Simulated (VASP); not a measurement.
# Fe (Pm-3m) in VASP: a series of runs

The runs below take Fe through single point, relaxation of cell and atoms, with BLYP.

All numbers are computed with VASP 6.6.1; they aren't measurements. Logs are shortened: lines on timing, memory, paths and dates and some standing lists are left out, and cuts for length are marked.

### Step 1. The cell of the first run

The structure is cubic, space group Pm-3m (No. 221). Conventional cell: a = 2.469 Å, b = 2.469 Å, c = 2.469 Å, α = 90.00°, β = 90.00°, γ = 90.00°. Fe (site symmetry m-3m) has 6 Fe at 2.47 Å within 3.3 Å.

### Step 2. Single point, BLYP, collinear spin, ferromagnetic start (volume scaled by 1.08)

INCAR

```
SYSTEM = Fe
PREC = Accurate ; ENCUT = 520
EDIFF = 1E-6 ; ISMEAR = -1
SIGMA = 0.05 ; LREAL = .False.
LASPH = .True. ; NELM = 150
ALGO = Normal ; ISIF = 2
LWAVE = .False. ; LCHARG = .False.
ISPIN = 2 ; MAGMOM = 2.405
LORBIT = 11 ; LMAXMIX = 4
GGA = B5 ; ALDAX = 1.0
AGGAX = 1.0 ; AGGAC = 1.0
ALDAC = 0.0 ; NBANDS = 14
```

KPOINTS

```
Automatic mesh
0
Gamma
  15 15 15
  0 0 0
```

POSCAR

```
Fe
1.0
    2.4689179752      0.0000000000      0.0000000000
    0.0000000000      2.4689179752      0.0000000000
    0.0000000000      0.0000000000      2.4689179752
Fe
1
Direct
    0.0000000000      0.0000000000      0.0000000000
```

Potentials or basis: VASP PAW PBE potentials, release 64 (Fe).

Started as:

```sh
> cat potpaw_PBE.64/Fe/POTCAR > POTCAR
> mpirun -np 1 vasp_std > vasp.out
```

OUTCAR:

```text
SYSTEM = Fe
   PREC = Accurate
   ENCUT = 520
   EDIFF = 1E-6
   ISMEAR = -1
   LREAL = .False.
   LASPH = .True.
   NELM = 150
   ISIF = 2
   ISPIN = 2
   LORBIT = 11
   GGA = B5

 ion  position               nearest neighbor table
   1  0.000  0.000  0.000-

  LATTYP: Found a simple cubic cell.
 ALAT       =     2.4689179752

  Lattice vectors:

 A1 = (   2.4689179752,   0.0000000000,   0.0000000000)
 A2 = (   0.0000000000,   2.4689179752,   0.0000000000)
 A3 = (   0.0000000000,   0.0000000000,   2.4689179752)

Analysis of symmetry for initial positions (statically):
=====================================================================
 Subroutine PRICEL returns:
 Original cell was already a primitive cell.

 Routine SETGRP: Setting up the symmetry group for a
 simple cubic supercell.

 Subroutine GETGRP returns: Found 48 space group operations
 (whereof 48 operations were pure point group operations)
 out of a pool of 48 trial point group operations.

The static configuration has the point symmetry O_h .

Analysis of symmetry for dynamics (positions and initial velocities):
=====================================================================
 Subroutine PRICEL returns:
 Original cell was already a primitive cell.

 Routine SETGRP: Setting up the symmetry group for a
 simple cubic supercell.

 Subroutine GETGRP returns: Found 48 space group operations
 (whereof 48 operations were pure point group operations)
 out of a pool of 48 trial point group operations.

The dynamic configuration has the point symmetry O_h .

Analysis of structural, dynamic, and magnetic symmetry:
=====================================================================
 Subroutine PRICEL returns:
 Original cell was already a primitive cell.

 Routine SETGRP: Setting up the symmetry group for a
 simple cubic supercell.

 Subroutine GETGRP returns: Found 48 space group operations
 (whereof 48 operations were pure point group operations)
 out of a pool of 48 trial point group operations.

The overall configuration has the point symmetry O_h .

 Subroutine INISYM returns: Found 48 space group operations
 (whereof 48 operations are pure point group operations),
 and found     1 'primitive' translations

----------------------------------------------------------------------------------------

                                     Primitive cell

  volume of cell :      15.0494

  direct lattice vectors                    reciprocal lattice vectors
     2.468917975  0.000000000  0.000000000     0.405035732  0.000000000  0.000000000
     0.000000000  2.468917975  0.000000000     0.000000000  0.405035732  0.000000000
     0.000000000  0.000000000  2.468917975     0.000000000  0.000000000  0.405035732

  length of vectors
     2.468917975  2.468917975  2.468917975     0.405035732  0.405035732  0.405035732

  position of ions in fractional coordinates (direct lattice)
     0.000000000  0.000000000  0.000000000

  ion indices of the primitive-cell ions
   primitive index   ion index
                 1           1

----------------------------------------------------------------------------------------

 KPOINTS: Automatic mesh

Automatic generation of k-mesh.
 Grid dimensions read from file:
 generate k-points for:   15   15   15

 Generating k-lattice:

  Cartesian coordinates                     Fractional coordinates (reciprocal lattice)
     0.027002382  0.000000000  0.000000000     0.066666667  0.000000000  0.000000000
     0.000000000  0.027002382  0.000000000     0.000000000  0.066666667  0.000000000
     0.000000000  0.000000000  0.027002382     0.000000000  0.000000000  0.066666667

  Length of vectors
     0.027002382  0.027002382  0.027002382

  Shift w.r.t. Gamma in fractional coordinates (k-lattice)
     0.000000000  0.000000000  0.000000000

 Subroutine IBZKPT returns following result:
 ===========================================

 Found    120 irreducible k-points:

 Following reciprocal coordinates:
            Coordinates               Weight
  0.000000  0.000000  0.000000      1.000000
  0.066667  0.000000  0.000000      6.000000
  0.133333  0.000000  0.000000      6.000000
  0.200000  0.000000  0.000000      6.000000
  0.266667  0.000000  0.000000      6.000000
  0.333333  0.000000  0.000000      6.000000
[... 16 lines left out ...]
  0.266667  0.200000  0.000000     24.000000
  0.333333  0.200000  0.000000     24.000000
 [... further k-points ...]
   k-points           NKPTS =    120   k-points in BZ     NKDIM =    120   number of bands    NBANDS=     14
   number of dos      NEDOS =    301   number of ions     NIONS =      1
   total plane-waves  NPLWV =   5832
   dimension x,y,z NGX =    18 NGY =   18 NGZ =   18
   dimension x,y,z NGXF=    36 NGYF=   36 NGZF=   36
   ions per type =               1
   NGX,Y,Z   is equivalent  to a cutoff of  12.12, 12.12, 12.12 a.u.
   NGXF,Y,Z  is equivalent  to a cutoff of  24.24, 24.24, 24.24 a.u.
 SYSTEM =  Fe
[... 83 lines left out ...]
  band No.  band energies     occupation
      1      -2.8091      1.00000
      2       0.6043      1.00000
      3       0.6466      1.00000
      4       3.2630      1.00000
      5       3.2631      1.00000
      6       3.3137      1.00000
      7      19.9435      0.00000
      8      21.5357      0.00000
      9      21.5357      0.00000
     10      25.1322      0.00000
     11      26.1404      0.00000
     12      29.7721      0.00000
     13      39.8494      0.00000
     14      40.6731      0.00000
[... 343 lines left out ...]
      1      -0.4214      1.00000
      2       1.1002      1.00000
      3       1.7445      1.00000
      4       2.6853      1.00000
      5       2.7866      1.00000
      6       3.0258      1.00000
      7      13.5167      0.00000
      8      17.2118      0.00000
      9      25.0757      0.00000
     10      27.0185      0.00000
     11      27.6890      0.00000
     12      34.7993      0.00000
     13      36.0894      0.00000
     14      36.7213      0.00000

 k-point    24 :       0.3333    0.2000    0.0000
  band No.  band energies     occupation
      1       0.1213      1.00000
      2       1.1381      1.00000
      3       1.8510      1.00000
      4       2.6065      1.00000
      5       3.0478      1.00000
      6       3.1808      1.00000
      7      11.4140      0.00000
      8      18.1019      0.00000
      9      25.6113      0.00000
     10      26.2571      0.00000
     11      27.4471      0.00000
     12      34.2011      0.00000
     13      34.7669      0.00000
     14      36.5936      0.00000

 [... further k-points ...]

 spin component 2

 k-point     1 :       0.0000    0.0000    0.0000
  band No.  band energies     occupation
      1      -2.6766      1.00000
      2       2.1118      1.00000
      3       2.1123      1.00000
      4       6.3384      0.00000
      5       6.3385      0.00000
      6       6.3391      0.00000
      7      21.9340      0.00000
      8      21.9340      0.00000
      9      21.9341      0.00000
     10      25.5470      0.00000
     11      25.5471      0.00000
     12      29.0521      0.00000
     13      41.3310      0.00000
     14      41.3310      0.00000

 k-point     2 :       0.0667    0.0000    0.0000
  band No.  band energies     occupation
      1      -2.5576      1.00000
      2       2.1322      1.00000
      3       2.1706      1.00000
      4       6.2795      0.00000
      5       6.2802      0.00000
      6       6.3430      0.00000
      7      20.4868      0.00000
      8      22.1037      0.00000
      9      22.1037      0.00000
     10      25.5559      0.00000
     11      26.5299      0.00000
     12      29.7295      0.00000
     13      40.0933      0.00000
     14      41.0143      0.00000
[... 343 lines left out ...]
      1       0.0047      1.00000
      2       2.6784      1.00000
      3       3.3052      1.00000
      4       5.1972      0.00000
      5       5.6901      0.00000
      6       5.9900      0.00000
      7      14.2218      0.00000
      8      17.8550      0.00000
      9      25.7854      0.00000
     10      27.1015      0.00000
     11      28.2129      0.00000
     12      35.1118      0.00000
     13      36.2522      0.00000
     14      37.3671      0.00000

 k-point    24 :       0.3333    0.2000    0.0000
  band No.  band energies     occupation
      1       0.7540      1.00000
      2       2.7646      1.00000
      3       3.5002      0.99999
      4       5.2504      0.00000
      5       5.4744      0.00000
      6       6.0165      0.00000
      7      12.2364      0.00000
      8      18.7323      0.00000
      9      26.1254      0.00000
     10      26.9895      0.00000
     11      27.5109      0.00000
     12      34.4405      0.00000
     13      35.4205      0.00000
     14      36.8423      0.00000

 [... further k-points ...]

------------------------ aborting loop because EDIFF is reached ----------------------------------------

  FORCE on cell =-STRESS in cart. coord.  units (eV):
  Direction    XX          YY          ZZ          XY          YZ          ZX
  --------------------------------------------------------------------------------------
  -------------------------------------------------------------------------------------
  Total       -0.6647485     -0.6647485     -0.6647485      0.0000000      0.0000000      0.0000000
  in kB      -70.7697946    -70.7697946    -70.7697946      0.0000000      0.0000000      0.0000000
  external PRESSURE =     -70.7697946 kB  Pullay stress =       0.0000000 kB

 VOLUME and BASIS-vectors are now :
 -----------------------------------------------------------------------------
  energy-cutoff  :      520.00
  volume of cell :       15.05
      direct lattice vectors                 reciprocal lattice vectors
     2.468917975  0.000000000  0.000000000     0.405035732  0.000000000  0.000000000
     0.000000000  2.468917975  0.000000000     0.000000000  0.405035732  0.000000000
     0.000000000  0.000000000  2.468917975     0.000000000  0.000000000  0.405035732

 POSITION                                       TOTAL-FORCE (eV/Angst)
 -----------------------------------------------------------------------------------
      0.00000      0.00000      0.00000         0.000000      0.000000      0.000000
 -----------------------------------------------------------------------------------
    total drift:                                0.000000      0.000000      0.000000

  FREE ENERGIE OF THE ION-ELECTRON SYSTEM (eV)
  ---------------------------------------------------
  free  energy   TOTEN  =        -6.5704830528 eV

  energy  without entropy=       -6.5606106571  energy(sigma->0) =       -6.56554685

 total charge

# of ion       s       p       d       tot
------------------------------------------
    1        0.462   0.333   6.243   7.039

 magnetization (x)

# of ion       s       p       d       tot
------------------------------------------
    1       -0.004  -0.016   2.525   2.506
```

It used 30 s of CPU time on 1 thread of Intel Xeon 6975P-C, on a shared host.

What came out:

```yaml
Free_energy: -6.5705 eV
Pressure: -7.1 GPa
Net_moment: 2.51 μB per cell
Site_moments: Fe +2.51 μB
Valence_electrons_inside_the_program's_atomic_spheres: Fe 7.04
```

Levels at points of the mesh, in eV from the Fermi level:
Spin up:
| k point | band 1 | band 2 | band 3 | band 4 | band 5 | band 6 | band 7 | band 8 | band 9 | band 10 |
| --- | --- | --- | --- | --- | --- | --- | --- | --- | --- | --- |
| (0.00, 0.00, 0.00) | -7.00 | -3.48 | -3.48 | -0.76 | -0.76 | -0.76 | 17.31 | 17.31 | 17.31 | 21.04 |
Spin down:
```tsv
k point	band 1	band 2	band 3	band 4	band 5	band 6
(0.00, 0.00, 0.00)	-6.75	-1.96	-1.96	2.27	2.27	2.27
```

Caveat: the cell differs from its parent crystal (volume scaled by 1.08); the PAW data sets were made with another functional, which shifts forces and pressure a little.

### Step 3. Single point, BLYP, collinear spin, ferromagnetic start (volume scaled by 1.12)

INCAR is that of step 2.

KPOINTS

```
regular mesh
0
Gamma
  15 15 15
  0 0 0
```

POSCAR

```
Fe
1.0
    2.4990296987      0.0000000000      0.0000000000
    0.0000000000      2.4990296987      0.0000000000
    0.0000000000      0.0000000000      2.4990296987
Fe
1
Direct
    0.0000000000      0.0000000000      0.0000000000
```

Potentials or basis: VASP PAW PBE potentials, release 64 (Fe).

Started as:

```sh
> cat potpaw_PBE.64/Fe/POTCAR > POTCAR
> mpirun -np 1 vasp_std > vasp.out
```

It took 54 s on 1 thread of Intel Xeon 6975P-C, shared host; peak memory 0.16 GiB.

Results (log left out):

```
Free energy                                           : -6.5433 eV
Pressure                                              : -8.5 GPa
Net moment                                            : 2.65 μB per cell
Site moments                                          : Fe +2.64 μB
Valence electrons inside the program's atomic spheres : Fe 6.99
```

Levels at points of the mesh, in eV from the Fermi level:
Spin up:
| k point | band 3 | band 4 | band 5 | band 6 | band 7 | band 8 |
| --- | --- | --- | --- | --- | --- | --- |
| (0.00, 0.00, 0.00) | -3.45 | -0.86 | -0.86 | -0.86 | 16.85 | 16.85 |
Spin down:
```csv
k point,band 1,band 2,band 3,band 4,band 5,band 6,band 7
"(0.00, 0.00, 0.00)",-6.60,-1.78,-1.78,2.25,2.25,2.25,17.42
```

Caveat: the cell differs from its parent crystal (volume scaled by 1.12); the PAW data sets were made with another functional, which shifts forces and pressure a little.

### Step 4. Relaxation of cell and atoms, BLYP, collinear spin, ferromagnetic start

This run uses another cell than the first one, of 12.72 Å³/atom, 0.845 times its volume.

INCAR

```
  PREC = Accurate
  ENCUT = 600
  EDIFF = 1E-6
  ISMEAR = -1
  SIGMA = 0.05
  LREAL = F
  LASPH = T
  NELM = 150
  ALGO = Normal
  ISIF = 3
  LWAVE = F
  LCHARG = F
  ISPIN = 2
  MAGMOM = 2.5
  LORBIT = 11
  LMAXMIX = 4
  GGA = B5
  ALDAX = 1.0
  AGGAX = 1.0
  AGGAC = 1.0
  ALDAC = 0.0
  IBRION = 2
  NSW = 80
  EDIFFG = -0.01
```

KPOINTS

```
regular mesh
0
Gamma
  13 13 13
```

POSCAR

```
Fe
1.0
    2.3342634294      0.0000000000      0.0000000000
    0.0000000000      2.3342634294      0.0000000000
    0.0000000000      0.0000000000      2.3342634294
Fe
1
Direct
    0.0000000000      0.0000000000      0.0000000000
```

Started as:

```sh
> cat potpaw_PBE.64/Fe/POTCAR > POTCAR
> mpirun -np 1 vasp_std > vasp.out
```

Wall time 78 s (1 thread of Intel Xeon 6975P-C, shared host); peak memory 0.15 GiB.

Results (log left out):

```
Free energy                                           : -6.6021 eV
Relaxed volume                                        : 13.93 Å³/atom
Relaxed cell                                          : a = 2.406 Å, b = 2.406 Å, c = 2.406 Å, α = 90.00°, β = 90.00°, γ = 90.00°
Space group after relaxing (to 0.05 Å)                : Pm-3m (No. 221)
Energy gained by relaxing                             : 44.4 meV/atom
Ionic steps                                           : 3
Pressure after relaxing                               : -0.1 GPa
Net moment                                            : 2.44 μB per cell
Site moments                                          : Fe +2.42 μB
Valence electrons inside the program's atomic spheres : Fe 7.15
```

Step by step:
| step | energy change (eV) | largest force (eV/Å) | pressure (GPa) | volume (Å³) |
| --- | --- | --- | --- | --- |
| 1 | 0.0000 | 0.0000 | 12.57 | 12.72 |
| 2 | -0.0323 | 0.0000 | -5.00 | 14.65 |
| 3 | -0.0444 | 0.0000 | -0.08 | 13.93 |

Final structure:
```
Fe
1.0
     2.40638    0.00000    0.00000
     0.00000    2.40638    0.00000
     0.00000    0.00000    2.40638
Fe
1
Direct
  0.00000 0.00000 0.00000
```

Levels at points of the mesh, in eV from the Fermi level:
Spin up:
| k point | band 1 | band 2 | band 3 | band 4 | band 5 | band 6 | band 7 | band 8 | band 9 |
| --- | --- | --- | --- | --- | --- | --- | --- | --- | --- |
| (0.00, 0.00, 0.00) | -7.42 | -3.77 | -3.77 | -0.65 | -0.65 | -0.65 | 18.17 | 18.17 | 18.17 |
Spin down:
```tsv
k point	band 1	band 2	band 3	band 4	band 5	band 6	band 7
(0.00, 0.00, 0.00)	-7.15	-2.29	-2.29	2.30	2.30	2.30	18.74
```

Caveat: the PAW data sets were made with another functional, which shifts forces and pressure a little.

### Step 5. Single point, BLYP, collinear spin, ferromagnetic start

This run uses another cell than the first one, of 13.93 Å³/atom, 0.926 times its volume.

INCAR

```
PREC     = Accurate       # precision mode
ENCUT    = 520            # plane-wave cutoff, eV
EDIFF    = 1E-6           # SCF threshold, eV
ISMEAR   = -1             # smearing method
SIGMA    = 0.05           # smearing width, eV
LREAL    = F              # projectors in reciprocal space
LASPH    = T              # aspherical terms in the spheres
NELM     = 150            # most SCF steps
ALGO     = Normal         # electronic algorithm
ISIF     = 2              # what is computed and relaxed
LWAVE    = F              # write WAVECAR
LCHARG   = F              # write CHGCAR
ISPIN    = 2              # spin polarisation
MAGMOM   = 2.414          # initial moments
LORBIT   = 11             # projections on sites
LMAXMIX  = 4              # l up to which the mixer works
GGA      = B5             # functional
ALDAX    = 1.0          
AGGAX    = 1.0          
AGGAC    = 1.0          
ALDAC    = 0.0          
NBANDS   = 14             # bands
```

KPOINTS

```
Automatic mesh
0
Gamma
  21 21 21
```

POSCAR

```
Fe
1.0
    2.4063866513      0.0000000000      0.0000000000
    0.0000000000      2.4063866513      0.0000000000
    0.0000000000      0.0000000000      2.4063866513
Fe
1
Direct
    0.0000000000      0.0000000000      0.0000000000
```

Started as:

```sh
> cat potpaw_PBE.64/Fe/POTCAR > POTCAR
> mpirun -np 1 vasp_std > vasp.out
```

Run time: 88 s. Hardware: 1 thread of Intel Xeon 6975P-C, shared host; peak memory 0.19 GiB.

Results (log left out):

```
Free energy                                           : -6.5990 eV
Pressure                                              : 0.0 GPa
Net moment                                            : 2.42 μB per cell
Site moments                                          : Fe +2.41 μB
Valence electrons inside the program's atomic spheres : Fe 7.15
```

Levels at points of the mesh, in eV from the Fermi level:
Spin up:
| k point | band 3 | band 4 | band 5 | band 6 | band 7 | band 8 |
| --- | --- | --- | --- | --- | --- | --- |
| (0.00, 0.00, 0.00) | -3.75 | -0.63 | -0.63 | -0.63 | 18.19 | 18.19 |
Spin down:
| k point | band 1 | band 2 | band 3 | band 4 | band 5 | band 6 |
| --- | --- | --- | --- | --- | --- | --- |
| (0.00, 0.00, 0.00) | -7.14 | -2.29 | -2.29 | 2.31 | 2.31 | 2.31 |

Caveat: the PAW data sets were made with another functional, which shifts forces and pressure a little.

### Step 6. Summary

```csv
task,cell,k mesh,cutoff (eV),gap on the mesh (eV),pressure (GPa),moment (μB)
single point,"a = 2.469 Å, 1 atom",15 × 15 × 15,520,none,-7.1,2.51
single point,"a = 2.499 Å, 1 atom",15 × 15 × 15,520,none,-8.5,2.65
relaxation of cell and atoms,"relaxed from a = 2.334 Å, 1 atom",13 × 13 × 13,600,none,-0.1,2.44
single point,"a = 2.406 Å, 1 atom",21 × 21 × 21,520,none,0.0,2.42
```

Alike in all rows: level BLYP; potentials or basis VASP PAW PBE potentials, release 64 (Fe); spin collinear, ferromagnetic start; smearing fermi-dirac 0.05 eV.

Caveats: the PAW data sets were made with another functional, which shifts forces and pressure a little.

Absolute energies hang on the potentials; compare differences alone.
